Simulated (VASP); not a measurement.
# N2 in VASP: notebook

Runs on N2. Level: PBE+D3(BJ). Tasks: single point.

All numbers are computed with VASP 6.6.1; they aren't measurements. Logs are shortened: lines on timing, memory, paths and dates and some standing lists are left out, and cuts for length are marked.

## Step 1: The cell of the first run

The cell holds a molecule in a box, 2 atoms: a = 15.000 Å, b = 15.500 Å, c = 16.000 Å, α = 90.00°, β = 90.00°, γ = 90.00°.

## Step 2: Single point, PBE+D3(BJ)

Contents of INCAR:

```
ALGO = Normal
EDIFF = 1E-6
ENCUT = 520
GGA = PE
ISIF = 2
ISMEAR = 0
ISYM = 0
IVDW = 12
LASPH = True
LCHARG = False
LREAL = False
LWAVE = False
NBANDS = 12
NELM = 100
PREC = Accurate
SIGMA = 0.005
```

Contents of KPOINTS:

```
k-points
0
Gamma
  1 1 1
```

Contents of POSCAR:

```
N
1.0
   15.0000000000      0.0000000000      0.0000000000
    0.0000000000     15.5000000000      0.0000000000
    0.0000000000      0.0000000000     16.0000000000
N
2
Direct
    0.5018589495      0.4990148454      0.4656156115
    0.4981410505      0.5009851546      0.5343843885
```

Potentials or basis: VASP PAW PBE potentials, release 64 (N).

Run with:

```
> cat potpaw_PBE.64/N/POTCAR > POTCAR
> mpirun -np 1 vasp_gam > vasp.out
```

OUTCAR:

```text
EDIFF = 1E-6
   ENCUT = 520
   GGA = PE
   ISIF = 2
   ISMEAR = 0
   ISYM = 0
   IVDW = 12
   LASPH = True
   LREAL = False
   NELM = 100
   PREC = Accurate
 IVDW          = 12

 ion  position               nearest neighbor table
   1  0.502  0.499  0.466-   2 1.10
   2  0.498  0.501  0.534-   1 1.10

IMPORTANT INFORMATION: All symmetrisations will be switched off!
NOSYMM: (Re-)initialisation of all symmetry stuff for point group C_1.

----------------------------------------------------------------------------------------

                                     Primitive cell

  volume of cell :    3720.0000

  direct lattice vectors                    reciprocal lattice vectors
    15.000000000  0.000000000  0.000000000     0.066666667  0.000000000  0.000000000
     0.000000000 15.500000000  0.000000000     0.000000000  0.064516129  0.000000000
     0.000000000  0.000000000 16.000000000     0.000000000  0.000000000  0.062500000

  length of vectors
    15.000000000 15.500000000 16.000000000     0.066666667  0.064516129  0.062500000

  position of ions in fractional coordinates (direct lattice)
     0.501858949  0.499014845  0.465615611
     0.498141051  0.500985155  0.534384389

  ion indices of the primitive-cell ions
   primitive index   ion index
                 1           1
                 2           2

----------------------------------------------------------------------------------------

 KPOINTS: k-points

Automatic generation of k-mesh.
 Grid dimensions read from file:
 generate k-points for:    1    1    1

 Generating k-lattice:

  Cartesian coordinates                     Fractional coordinates (reciprocal lattice)
     0.066666667  0.000000000  0.000000000     1.000000000  0.000000000  0.000000000
     0.000000000  0.064516129  0.000000000     0.000000000  1.000000000  0.000000000
     0.000000000  0.000000000  0.062500000     0.000000000  0.000000000  1.000000000

  Length of vectors
     0.066666667  0.064516129  0.062500000

  Shift w.r.t. Gamma in fractional coordinates (k-lattice)
     0.000000000  0.000000000  0.000000000

 Subroutine IBZKPT returns following result:
 ===========================================

 Found      1 irreducible k-points:

 Following reciprocal coordinates:
            Coordinates               Weight
  0.000000  0.000000  0.000000      1.000000
   k-points           NKPTS =      1   k-points in BZ     NKDIM =      1   number of bands    NBANDS=     12
   number of dos      NEDOS =    301   number of ions     NIONS =      2
   total plane-waves  NPLWV = ******
   dimension x,y,z NGX =   112 NGY =  120 NGZ =  120
   dimension x,y,z NGXF=   224 NGYF=  240 NGZF=  240
   ions per type =               2
   NGX,Y,Z   is equivalent  to a cutoff of  12.41, 12.87, 12.47 a.u.
   NGXF,Y,Z  is equivalent  to a cutoff of  24.83, 25.74, 24.94 a.u.
 SYSTEM =  unknown system
   PREC   = accura    normal or accurate (medium, high low for compatibility)
   ISTART =      0    job   : 0-new  1-cont  2-samecut
   ICHARG =      2    charge: 1-file 2-atom 10-const
   ISPIN  =      1    spin polarized calculation?
   LNONCOLLINEAR =      F non collinear calculations
   LSORBIT =      F    spin-orbit coupling
   LASPH  =      T    aspherical Exc in radial PAW
   ENCUT  =  520.0 eV  38.22 Ry    6.18 a.u.  27.89 28.82 29.75*2*pi/ulx,y,z
   NELM   =    100;   NELMIN=  2; NELMDL= -5     # of ELM steps
   EDIFF  = 0.1E-05   stopping-criterion for ELM
   LREAL  =      F    real-space projection
   EDIFFG = 0.1E-04   stopping-criterion for IOM
   NSW    =      0    number of steps for IOM
   IBRION =     -1    ionic relax: 0-MD 1-quasi-New 2-CG
   NFREE  =      0    steps in history (QN), initial steepest desc. (CG)
   ISIF   =      2    stress and relaxation
   ISYM   =      0    0-nonsym 1-usesym 2-fastsym
   POTIM  = 0.5000    time-step for ionic-motion
   TEBEG  =    0.0;   TEEND  =   0.0 temperature during run
   PSTRESS=    0.0 pullay stress
   NELECT =      10.0000    total number of electrons
   NUPDOWN=      -1.0000    fix difference up-down
   EMIN   =  10.00;   EMAX   =-10.00  energy-range for DOS
   EFERMI =   0.00;   METHOD = LEGACY
   ISMEAR =     0;   SIGMA  =   0.01  broadening in eV -4-tet -1-fermi 0-gaus
   EFERMI_NEDOS =   21; number of points for ismear=-14 and -15
   IALGO  =     38    algorithm
   IMIX   =      4    mixing-type and parameters
     AMIX     =   0.40;   BMIX     =  1.00
     AMIX_MAG =   1.60;   BMIX_MAG =  1.00
  volume/ion in A,a.u.               =    1860.00     12551.90
  Fermi-wavevector in a.u.,A,eV,Ry     =   0.227629  0.430156  0.704984  0.051815
  Thomas-Fermi vector in A             =   1.017343
   LORBIT       =      0    0 simple, 1 ext, 2 COOP (PROOUT), +10 PAW based schemes
   GGA     = PE    functional components
   LHFCALC =     F    Hartree Fock is set to
   AEXX    =    0.0000 exact exchange contribution
   IVDW    =    12    specifies the selected vdW correction
   LEPSILON=     F    determine dielectric tensor
   LRPA    =     F    only Hartree local field effects (RPA)
 non-spin polarized calculation
 Gauss-broadening in eV      SIGMA  =   0.01
  energy-cutoff  :      520.00
  volume of cell :     3720.00
 maximum number of plane-waves:     50071
 NGX is ok and might be reduce to   112

 number of electron      10.0000000 magnetization

 Free energy of the ion-electron system (eV)
  ---------------------------------------------------
  ext. energy  EPLUGINS =         0.00000000
  ---------------------------------------------------
  free energy    TOTEN  =       -16.64242977 eV

  energy without entropy =      -16.64242977  energy(sigma->0) =      -16.64242977

 E-fermi : -10.1289     XC(G=0):  -0.1851

 val. band max:      -10.1832285899   @ k =   0.0000   0.0000   0.0000
 cond. band min:      -1.9840870544   @ k =   0.0000   0.0000   0.0000
 fundamental gap:      8.1991415354
 Fermi energy:       -10.1288814664

 k-point     1 :       0.0000    0.0000    0.0000
  band No.  band energies     occupation
      1     -28.3377      2.00000
      2     -13.4495      2.00000
      3     -11.6051      2.00000
      4     -11.6051      2.00000
      5     -10.1832      2.00000
      6      -1.9841      0.00000
      7      -1.9841      0.00000
      8      -0.1289      0.00000
      9       0.3740      0.00000
     10       0.4843      0.00000
     11       0.5069      0.00000
     12       0.5996      0.00000

------------------------ aborting loop because EDIFF is reached ----------------------------------------

 Edisp (eV)   -0.01180

 E8    (eV) :    -0.0035

  FORCE on cell =-STRESS in cart. coord.  units (eV):
  Direction    XX          YY          ZZ          XY          YZ          ZX
  --------------------------------------------------------------------------------------
  -------------------------------------------------------------------------------------
  Total      -0.05261    -0.05609     1.82756    -0.00266     0.05229    -0.09554
  in kB      -0.02266    -0.02416     0.78712    -0.00114     0.02252    -0.04115
  external pressure =        0.25 kB  Pullay stress =        0.00 kB

 VOLUME and BASIS-vectors are now :
 -----------------------------------------------------------------------------
  energy-cutoff  :      520.00
  volume of cell :     3720.00
      direct lattice vectors                 reciprocal lattice vectors
    15.000000000  0.000000000  0.000000000     0.066666667  0.000000000  0.000000000
     0.000000000 15.500000000  0.000000000     0.000000000  0.064516129  0.000000000
     0.000000000  0.000000000 16.000000000     0.000000000  0.000000000  0.062500000

 POSITION                                       TOTAL-FORCE (eV/Angst)
 -----------------------------------------------------------------------------------
      7.52788      7.73473      7.44985         0.088134     -0.048283     -1.738959
      7.47212      7.76527      8.55015        -0.088134      0.048283      1.738959
 -----------------------------------------------------------------------------------
    total drift:                                0.000000     -0.000000     -0.000005

  FREE ENERGIE OF THE ION-ELECTRON SYSTEM (eV)
  ---------------------------------------------------
  free  energy   TOTEN  =       -16.6542332085 eV

  energy  without entropy=      -16.6542332085  energy(sigma->0) =      -16.65423321
```

It took 2.2 min on 1 thread of Intel Xeon 6975P-C (Granite Rapids), shared host; peak memory 2 GiB.

Results:

```
Free energy                     : -16.6542 eV
Largest force                   : 1.742 eV/Å
Gap between the frontier levels : 8.20 eV
Dispersion energy per atom      : -0.006 eV
```

Forces on the atoms (eV/Å):
```
N    0.088 -0.048 -1.739
N   -0.088  0.048  1.739
```

Caveat: the standard files for N, O and F lose accuracy on very short bonds.

## Step 3: Single point, PBE+D3(BJ), collinear spin, ferromagnetic start

This run uses another cell than the first one: it holds 1 atom, not 2.

Contents of INCAR:

```
PREC     = Accurate       # precision mode
ENCUT    = 520            # plane-wave cutoff, eV
EDIFF    = 1E-6           # SCF threshold, eV
ISMEAR   = 0              # smearing method
SIGMA    = 0.005          # smearing width, eV
LREAL    = False          # projectors in reciprocal space
LASPH    = True           # aspherical terms in the spheres
NELM     = 150            # most SCF steps
ALGO     = Normal         # electronic algorithm
ISIF     = 2              # what is computed and relaxed
LWAVE    = False          # write WAVECAR
LCHARG   = False          # write CHGCAR
ISPIN    = 2              # spin polarisation
MAGMOM   = 3              # initial moments
LORBIT   = 11             # projections on sites
GGA      = PE             # functional
IVDW     = 12             # dispersion correction
ISYM     = 0            
NBANDS   = 12             # bands
```

Contents of KPOINTS:

```
regular mesh
0
Gamma
  1 1 1
```

Contents of POSCAR:

```
N
1.0
   15.0000000000      0.0000000000      0.0000000000
    0.0000000000     15.5000000000      0.0000000000
    0.0000000000      0.0000000000     16.0000000000
N
1
Direct
    0.5000000000      0.5000000000      0.5000000000
```

Potentials or basis: VASP PAW PBE potentials, release 64 (N).

Run with:

```
> cat potpaw_PBE.64/N/POTCAR > POTCAR
> mpirun -np 1 vasp_gam > vasp.out
```

OUTCAR:

```text
PREC = Accurate
   ENCUT = 520
   EDIFF = 1E-6
   ISMEAR = 0
   LREAL = False
   LASPH = True
   NELM = 150
   ISIF = 2
   ISPIN = 2
   LORBIT = 11
   GGA = PE
   IVDW = 12
   ISYM = 0
 IVDW          = 12

 ion  position               nearest neighbor table
   1  0.500  0.500  0.500-

IMPORTANT INFORMATION: All symmetrisations will be switched off!
NOSYMM: (Re-)initialisation of all symmetry stuff for point group C_1.

----------------------------------------------------------------------------------------

                                     Primitive cell

  volume of cell :    3720.0000

  direct lattice vectors                    reciprocal lattice vectors
    15.000000000  0.000000000  0.000000000     0.066666667  0.000000000  0.000000000
     0.000000000 15.500000000  0.000000000     0.000000000  0.064516129  0.000000000
     0.000000000  0.000000000 16.000000000     0.000000000  0.000000000  0.062500000

  length of vectors
    15.000000000 15.500000000 16.000000000     0.066666667  0.064516129  0.062500000

  position of ions in fractional coordinates (direct lattice)
     0.500000000  0.500000000  0.500000000

  ion indices of the primitive-cell ions
   primitive index   ion index
                 1           1

----------------------------------------------------------------------------------------

 KPOINTS: regular mesh

Automatic generation of k-mesh.
 Grid dimensions read from file:
 generate k-points for:    1    1    1

 Generating k-lattice:

  Cartesian coordinates                     Fractional coordinates (reciprocal lattice)
     0.066666667  0.000000000  0.000000000     1.000000000  0.000000000  0.000000000
     0.000000000  0.064516129  0.000000000     0.000000000  1.000000000  0.000000000
     0.000000000  0.000000000  0.062500000     0.000000000  0.000000000  1.000000000

  Length of vectors
     0.066666667  0.064516129  0.062500000

  Shift w.r.t. Gamma in fractional coordinates (k-lattice)
     0.000000000  0.000000000  0.000000000

 Subroutine IBZKPT returns following result:
[... 66 lines left out ...]
 Free energy of the ion-electron system (eV)
  ---------------------------------------------------
  ext. energy  EPLUGINS =         0.00000000
  ---------------------------------------------------
  free energy    TOTEN  =        -3.12396397 eV

  energy without entropy =       -3.12396397  energy(sigma->0) =       -3.12396397

 E-fermi :  -8.2415     XC(G=0):  -0.1298

 val. band max:       -8.2744147271   @ k =   0.0000   0.0000   0.0000
 cond. band min:      -4.1063483561   @ k =   0.0000   0.0000   0.0000
 fundamental gap:      4.1680663710
 Fermi energy:        -8.2415027216

 spin component 1

 k-point     1 :       0.0000    0.0000    0.0000
  band No.  band energies     occupation
      1     -19.8562      1.00000
      2      -8.2744      1.00000
      3      -8.2744      1.00000
      4      -8.2744      1.00000
      5      -0.3171      0.00000
      6       0.2323      0.00000
      7       0.4645      0.00000
      8       0.4933      0.00000
      9       0.5254      0.00000
     10       0.5811      0.00000
     11       0.6279      0.00000
     12       1.0210      0.00000
 Fermi energy:        -8.2415027216

 spin component 2

 k-point     1 :       0.0000    0.0000    0.0000
  band No.  band energies     occupation
      1     -15.2791      1.00000
      2      -4.1063      0.00000
      3      -4.1063      0.00000
      4      -4.1063      0.00000
      5      -0.0311      0.00000
      6       0.5243      0.00000
      7       0.5813      0.00000
      8       0.5995      0.00000
      9       0.6178      0.00000
     10       0.6473      0.00000
     11       0.6585      0.00000
     12       1.1754      0.00000

------------------------ aborting loop because EDIFF is reached ----------------------------------------

 Edisp (eV)   -0.00000

 E8    (eV) :    -0.0000

  FORCE on cell =-STRESS in cart. coord.  units (eV):
  Direction    XX          YY          ZZ          XY          YZ          ZX
  --------------------------------------------------------------------------------------
  -------------------------------------------------------------------------------------
  Total      -0.01657    -0.01690    -0.01663    -0.00000     0.00000    -0.00000
  in kB      -0.00714    -0.00728    -0.00716    -0.00000     0.00000    -0.00000
  external pressure =       -0.01 kB  Pullay stress =        0.00 kB

 VOLUME and BASIS-vectors are now :
 -----------------------------------------------------------------------------
  energy-cutoff  :      520.00
  volume of cell :     3720.00
      direct lattice vectors                 reciprocal lattice vectors
    15.000000000  0.000000000  0.000000000     0.066666667  0.000000000  0.000000000
     0.000000000 15.500000000  0.000000000     0.000000000  0.064516129  0.000000000
     0.000000000  0.000000000 16.000000000     0.000000000  0.000000000  0.062500000

 POSITION                                       TOTAL-FORCE (eV/Angst)
 -----------------------------------------------------------------------------------
      7.50000      7.75000      8.00000         0.000001      0.000000     -0.000000
 -----------------------------------------------------------------------------------
    total drift:                                0.000001      0.000000     -0.000000

  FREE ENERGIE OF THE ION-ELECTRON SYSTEM (eV)
  ---------------------------------------------------
  free  energy   TOTEN  =        -3.1239685943 eV

  energy  without entropy=       -3.1239685943  energy(sigma->0) =       -3.12396859

 total charge

# of ion       s       p       d       tot
------------------------------------------
    1        1.364   1.907   0.000   3.271

 magnetization (x)

# of ion       s       p       d       tot
------------------------------------------
    1        0.039   1.907   0.000   1.946
```

Run time: 7 min. Hardware: 1 thread of Intel Xeon Platinum 8375C at 2.90GHz (Ice Lake), shared host; peak memory 3.3 GiB.

What came out:

```
Free energy                                           : -3.1240 eV
Gap between the frontier levels                       : 4.17 eV
Net moment                                            : 3.00 μB per cell
Site moments                                          : N +1.95 μB
Valence electrons inside the program's atomic spheres : N 3.27
Dispersion energy per atom                            : 0.000 eV
```

Levels at points of the mesh, in eV from the valence-band top:
Spin up:
```
           k point  band 1  band 2  band 3  band 4  band 5  band 6  band 7  band 8
(0.00, 0.00, 0.00)  -11.58    0.00    0.00    0.00    7.96    8.51    8.74    8.77
```
Spin down:
| k point | band 1 | band 2 | band 3 | band 4 | band 5 |
| --- | --- | --- | --- | --- | --- |
| (0.00, 0.00, 0.00) | -7.00 | 4.17 | 4.17 | 4.17 | 8.24 |
